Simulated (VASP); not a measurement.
# CdS in VASP: a series of runs

Runs on CdS. Level: PBE. Tasks: single point.

Program: VASP 6.6.1. These are calculated values, not measurements. Logs are shortened: lines on timing, memory, paths and dates and some standing lists are left out, and cuts for length are marked.

### Step 1. The cell of the first run

The structure is tetragonal, space group I-4m2 (No. 119). The conventional cell has a = 4.054 Å, b = 4.054 Å, c = 5.820 Å, α = 90.00°, β = 90.00°, γ = 90.00°. Within 3.3 Å of Cd (site symmetry -4m2) lie 4 S at 2.49 Å. S (site symmetry -4m2) has 4 Cd at 2.49 Å within 3.3 Å.

### Step 2. Single point, PBE (x and y stretched by -1.5 %, z held)

The input, INCAR:

```
SYSTEM = CdS
PREC = Accurate
ENCUT = 520
EDIFF = 1E-6
ISMEAR = -1
SIGMA = 0.03
LREAL = .False.
LASPH = .True.
NELM = 100
ALGO = Normal
ISIF = 2
LWAVE = .False.
LCHARG = .False.
GGA = PE
NBANDS = 16
```

The input, KPOINTS:

```
regular mesh
0
Gamma
  9 9 9
  0 0 0
```

The input, POSCAR:

```
CdS
1.0
    0.0000000000      2.8663500000      2.9100000000
    2.8663500000      0.0000000000      2.9100000000
    2.8663500000      2.8663500000      0.0000000000
Cd S
1 1
Direct
    0.0000000000      0.0000000000      0.0000000000
    0.7500000000      0.7500000000      0.7500000000
```

Potentials or basis: VASP PAW PBE potentials, release 64 (Cd, S).

The run is started by

```bash
cat potpaw_PBE.64/Cd/POTCAR potpaw_PBE.64/S/POTCAR > POTCAR
mpirun -np 1 vasp_std > vasp.out
```

OUTCAR:

```text
SYSTEM = CdS
   PREC = Accurate
   ENCUT = 520
   EDIFF = 1E-6
   ISMEAR = -1
   LREAL = .False.
   LASPH = .True.
   NELM = 100
   ISIF = 2
   GGA = PE

 ion  position               nearest neighbor table
   1  0.000  0.000  0.000-   2 2.49   2 2.49   2 2.49   2 2.49
   2  0.750  0.750  0.750-   1 2.49   1 2.49   1 2.49   1 2.49

  LATTYP: Found a body centered tetragonal cell.
 ALAT       =     4.0536310445
 C/A-ratio  =     1.4357498095

  Lattice vectors:

 A1 = (  -2.8663500000,   0.0000000000,   2.9100000000)
 A2 = (   2.8663500000,   0.0000000000,   2.9100000000)
 A3 = (   0.0000000000,   2.8663500000,  -2.9100000000)

Analysis of symmetry for initial positions (statically):
=====================================================================
 Subroutine PRICEL returns:
 Original cell was already a primitive cell.

 Routine SETGRP: Setting up the symmetry group for a
 body centered tetragonal supercell.

 Subroutine GETGRP returns: Found  8 space group operations
 (whereof  8 operations were pure point group operations)
 out of a pool of 16 trial point group operations.

The static configuration has the point symmetry D_2d.

Analysis of symmetry for dynamics (positions and initial velocities):
=====================================================================
 Subroutine PRICEL returns:
 Original cell was already a primitive cell.

 Routine SETGRP: Setting up the symmetry group for a
 body centered tetragonal supercell.

 Subroutine GETGRP returns: Found  8 space group operations
 (whereof  8 operations were pure point group operations)
 out of a pool of 16 trial point group operations.

The dynamic configuration has the point symmetry D_2d.

 Subroutine INISYM returns: Found  8 space group operations
 (whereof  8 operations are pure point group operations),
 and found     1 'primitive' translations

----------------------------------------------------------------------------------------

                                     Primitive cell

  volume of cell :      47.8169

  direct lattice vectors                    reciprocal lattice vectors
     0.000000000  2.866350000  2.910000000    -0.174437874  0.174437874  0.171821306
     2.866350000  0.000000000  2.910000000     0.174437874 -0.174437874  0.171821306
     2.866350000  2.866350000  0.000000000     0.174437874  0.174437874 -0.171821306

  length of vectors
     4.084612873  4.084612873  4.053631045     0.300632175  0.300632175  0.300632175

  position of ions in fractional coordinates (direct lattice)
     0.000000000  0.000000000  0.000000000
     0.750000000  0.750000000  0.750000000

  ion indices of the primitive-cell ions
   primitive index   ion index
                 1           1
                 2           2

----------------------------------------------------------------------------------------

 KPOINTS: regular mesh

Automatic generation of k-mesh.
 Grid dimensions read from file:
 generate k-points for:    9    9    9

 Generating k-lattice:

  Cartesian coordinates                     Fractional coordinates (reciprocal lattice)
    -0.019381986  0.019381986  0.019091256     0.111111111  0.000000000  0.000000000
     0.019381986 -0.019381986  0.019091256     0.000000000  0.111111111  0.000000000
     0.019381986  0.019381986 -0.019091256    -0.000000000 -0.000000000  0.111111111

  Length of vectors
     0.033403575  0.033403575  0.033403575

  Shift w.r.t. Gamma in fractional coordinates (k-lattice)
     0.000000000  0.000000000  0.000000000

 Subroutine IBZKPT returns following result:
 ===========================================

 Found     75 irreducible k-points:

 Following reciprocal coordinates:
            Coordinates               Weight
  0.000000  0.000000  0.000000      1.000000
  0.111111  0.000000  0.000000      8.000000
  0.222222  0.000000  0.000000      8.000000
  0.333333 -0.000000  0.000000      8.000000
  0.444444  0.000000  0.000000      8.000000
  0.111111  0.111111  0.000000      2.000000
[... 16 lines left out ...]
 -0.333333  0.333333  0.000000      4.000000
  0.444444  0.444444  0.000000      2.000000
 [... further k-points ...]
   k-points           NKPTS =     75   k-points in BZ     NKDIM =     75   number of bands    NBANDS=     16
   number of dos      NEDOS =    301   number of ions     NIONS =      2
   total plane-waves  NPLWV =  27000
   dimension x,y,z NGX =    30 NGY =   30 NGZ =   30
   dimension x,y,z NGXF=    60 NGYF=   60 NGZF=   60
   ions per type =               1   1
   NGX,Y,Z   is equivalent  to a cutoff of  12.21, 12.21, 12.30 a.u.
   NGXF,Y,Z  is equivalent  to a cutoff of  24.42, 24.42, 24.61 a.u.
 SYSTEM =  CdS
   PREC   = accura    normal or accurate (medium, high low for compatibility)
   ISTART =      0    job   : 0-new  1-cont  2-samecut
   ICHARG =      2    charge: 1-file 2-atom 10-const
   ISPIN  =      1    spin polarized calculation?
   LNONCOLLINEAR =      F non collinear calculations
   LSORBIT =      F    spin-orbit coupling
   LASPH  =      T    aspherical Exc in radial PAW
   ENCUT  =  520.0 eV  38.22 Ry    6.18 a.u.   7.59  7.59  7.54*2*pi/ulx,y,z
   NELM   =    100;   NELMIN=  2; NELMDL= -5     # of ELM steps
   EDIFF  = 0.1E-05   stopping-criterion for ELM
   LREAL  =      F    real-space projection
   EDIFFG = 0.1E-04   stopping-criterion for IOM
   NSW    =      0    number of steps for IOM
   IBRION =     -1    ionic relax: 0-MD 1-quasi-New 2-CG
   NFREE  =      0    steps in history (QN), initial steepest desc. (CG)
   ISIF   =      2    stress and relaxation
   ISYM   =      2    0-nonsym 1-usesym 2-fastsym
   POTIM  = 0.5000    time-step for ionic-motion
   TEBEG  =    0.0;   TEEND  =   0.0 temperature during run
   PSTRESS=    0.0 pullay stress
   NELECT =      18.0000    total number of electrons
   NUPDOWN=      -1.0000    fix difference up-down
   EMIN   =  10.00;   EMAX   =-10.00  energy-range for DOS
   EFERMI =   0.00;   METHOD = LEGACY
   ISMEAR =    -1;   SIGMA  =   0.03  broadening in eV -4-tet -1-fermi 0-gaus
   EFERMI_NEDOS =   21; number of points for ismear=-14 and -15
   IALGO  =     38    algorithm
   IMIX   =      4    mixing-type and parameters
     AMIX     =   0.40;   BMIX     =  1.00
     AMIX_MAG =   1.60;   BMIX_MAG =  1.00
  volume/ion in A,a.u.               =      23.91       161.34
  Fermi-wavevector in a.u.,A,eV,Ry     =   1.182057  2.233764 19.010869  1.397259
  Thomas-Fermi vector in A             =   2.318319
   LORBIT       =      0    0 simple, 1 ext, 2 COOP (PROOUT), +10 PAW based schemes
   GGA     = PE    functional components
   LHFCALC =     F    Hartree Fock is set to
   AEXX    =    0.0000 exact exchange contribution
   IVDW    =     0    specifies the selected vdW correction
   LEPSILON=     F    determine dielectric tensor
   LRPA    =     F    only Hartree local field effects (RPA)
 non-spin polarized calculation
  energy-cutoff  :      520.00
  volume of cell :       47.82
 maximum number of plane-waves:      1307
   NGX = 15   NGY = 15   NGZ = 15

 number of electron      18.0000008 magnetization

 Free energy of the ion-electron system (eV)
  ---------------------------------------------------
  ext. energy  EPLUGINS =         0.00000000
  ---------------------------------------------------
  free energy    TOTEN  =        -6.07016481 eV

  energy without entropy =       -6.07016481  energy(sigma->0) =       -6.07016481

 E-fermi :   2.2855     XC(G=0):  -9.3244

 val. band max:        1.6553910915   @ k =   0.0000   0.0000   0.0000
 cond. band min:       2.8689431023   @ k =   0.0000   0.0000   0.0000
 fundamental gap:      1.2135520109
 Fermi energy:         2.2854617751

 k-point     1 :       0.0000    0.0000    0.0000
  band No.  band energies     occupation
      1     -10.9648      2.00000
      2      -6.2385      2.00000
      3      -6.2286      2.00000
      4      -6.2286      2.00000
      5      -5.7034      2.00000
      6      -5.6961      2.00000
[... 8 lines left out ...]
     15      13.2787      0.00000
     16      13.2927      0.00000

 k-point     2 :       0.1111    0.0000    0.0000
  band No.  band energies     occupation
      1     -10.9111      2.00000
      2      -6.2161      2.00000
      3      -6.2086      2.00000
      4      -6.1884      2.00000
      5      -5.7040      2.00000
      6      -5.6978      2.00000
[... 8 lines left out ...]
     15      12.7255      0.00000
     16      13.8046      0.00000

 k-point     3 :       0.2222    0.0000    0.0000
  band No.  band energies     occupation
      1     -10.7743      2.00000
      2      -6.1697      2.00000
      3      -6.1618      2.00000
      4      -6.0358      2.00000
      5      -5.6992      2.00000
      6      -5.6965      2.00000
[... 8 lines left out ...]
     15      12.3241      0.00000
     16      13.2403      0.00000

 k-point     4 :       0.3333   -0.0000    0.0000
  band No.  band energies     occupation
      1     -10.6183      2.00000
      2      -6.1276      2.00000
      3      -6.1179      2.00000
      4      -5.7329      2.00000
      5      -5.6824      2.00000
      6      -5.6787      2.00000
[... 8 lines left out ...]
     15      12.8084      0.00000
     16      12.8645      0.00000
[... 324 lines left out ...]
 k-point    22 :      -0.4444    0.3333    0.0000
  band No.  band energies     occupation
      1     -10.3869      2.00000
      2      -6.0181      2.00000
      3      -5.9078      2.00000
      4      -5.8142      2.00000
      5      -5.6415      2.00000
      6      -5.1393      2.00000
[... 8 lines left out ...]
     15      14.1415      0.00000
     16      15.6105      0.00000

 k-point    23 :      -0.3333    0.3333    0.0000
  band No.  band energies     occupation
      1     -10.4001      2.00000
      2      -6.0387      2.00000
      3      -5.9489      2.00000
      4      -5.7540      2.00000
      5      -5.6769      2.00000
      6      -5.0982      2.00000
[... 8 lines left out ...]
     15      13.1297      0.00000
     16      16.4013      0.00000

 k-point    24 :       0.4444    0.4444    0.0000
  band No.  band energies     occupation
      1     -10.3840      2.00000
      2      -5.9994      2.00000
      3      -5.8581      2.00000
      4      -5.8581      2.00000
      5      -5.6065      2.00000
      6      -5.3055      2.00000
[... 8 lines left out ...]
     15      14.0220      0.00000
     16      15.6539      0.00000

 [... further k-points ...]

------------------------ aborting loop because EDIFF is reached ----------------------------------------

  FORCE on cell =-STRESS in cart. coord.  units (eV):
  Direction    XX          YY          ZZ          XY          YZ          ZX
  --------------------------------------------------------------------------------------
  -------------------------------------------------------------------------------------
  Total        1.7844386      1.7844386      1.7222193      0.0000000      0.0000000     -0.0000000
  in kB       59.7903063     59.7903063     57.7055550      0.0000000      0.0000000     -0.0000000
  external PRESSURE =      59.0953892 kB  Pullay stress =       0.0000000 kB

 VOLUME and BASIS-vectors are now :
 -----------------------------------------------------------------------------
  energy-cutoff  :      520.00
  volume of cell :       47.82
      direct lattice vectors                 reciprocal lattice vectors
     0.000000000  2.866350000  2.910000000    -0.174437874  0.174437874  0.171821306
     2.866350000  0.000000000  2.910000000     0.174437874 -0.174437874  0.171821306
     2.866350000  2.866350000  0.000000000     0.174437874  0.174437874 -0.171821306

 POSITION                                       TOTAL-FORCE (eV/Angst)
 -----------------------------------------------------------------------------------
      0.00000      0.00000      0.00000        -0.000000     -0.000000     -0.000000
      4.29953      4.29953      4.36500         0.000000      0.000000      0.000000
 -----------------------------------------------------------------------------------
    total drift:                                0.000001      0.000001      0.000001

  FREE ENERGIE OF THE ION-ELECTRON SYSTEM (eV)
  ---------------------------------------------------
  free  energy   TOTEN  =        -6.0701648087 eV

  energy  without entropy=       -6.0701648086  energy(sigma->0) =       -6.07016481
```

It took 94 s on 1 thread of Intel Xeon 6975P-C, shared host; peak memory 0.2 GiB.

What came out:

```
Free energy            : -6.0702 eV
Pressure               : 5.9 GPa
Band gap on the k mesh : 1.21 eV, direct
```

Levels at points of the mesh, in eV from the valence-band top:
```csv
k point,band 5,band 6,band 7,band 8,band 9,band 10,band 11,band 12,band 13,band 14
"(0.00, 0.00, 0.00)",-7.36,-7.35,-0.05,0.00,0.00,1.21,6.52,6.52,6.52,11.40
```

Caveat: the cell differs from its parent crystal (x and y stretched by -1.5 %, z held).

### Step 3. Single point, PBE (z stretched by +2 % at fixed volume)

The input, INCAR:

```
PREC = Accurate
ENCUT = 520
EDIFF = 1E-7
ISMEAR = -1
SIGMA = 0.03
LREAL = False
LASPH = True
NELM = 100
ALGO = Normal
ISIF = 2
LWAVE = False
LCHARG = True
GGA = PE
LELF = True
LVHAR = True
NBANDS = 16
```

The input, KPOINTS:

```
regular mesh
0
Gamma
  9 9 9
```

The input, POSCAR:

```
CdS
1.0
    0.0000000000      2.8813293501      2.9682000000
    2.8813293501      0.0000000000      2.9682000000
    2.8813293501      2.8813293501      0.0000000000
Cd S
1 1
Direct
    0.0000000000      0.0000000000      0.0000000000
    0.7500000000      0.7500000000      0.7500000000
```

Potentials or basis: VASP PAW PBE potentials, release 64 (Cd, S).

The run is started by

```bash
cat potpaw_PBE.64/Cd/POTCAR potpaw_PBE.64/S/POTCAR > POTCAR
mpirun -np 1 vasp_std > vasp.out
```

Wall time 82 s (1 thread of Intel Xeon 6975P-C, shared host); peak memory 0.21 GiB.

The run converged. Its results:

* Free energy: -6.1128 eV
* Pressure: 3.6 GPa
* Band gap on the k mesh: 1.13 eV, direct

Stress tensor (GPa, compression positive):
```
3.81 0.00 0.00
0.00 3.81 0.00
0.00 0.00 3.30
```

Levels at points of the mesh, in eV from the valence-band top:
| k point | band 7 | band 8 | band 9 | band 10 | band 11 | band 12 |
| --- | --- | --- | --- | --- | --- | --- |
| (0.00, 0.00, 0.00) | -0.09 | 0.00 | 0.00 | 1.13 | 6.52 | 6.52 |

(Continued in part 2 of 2.)
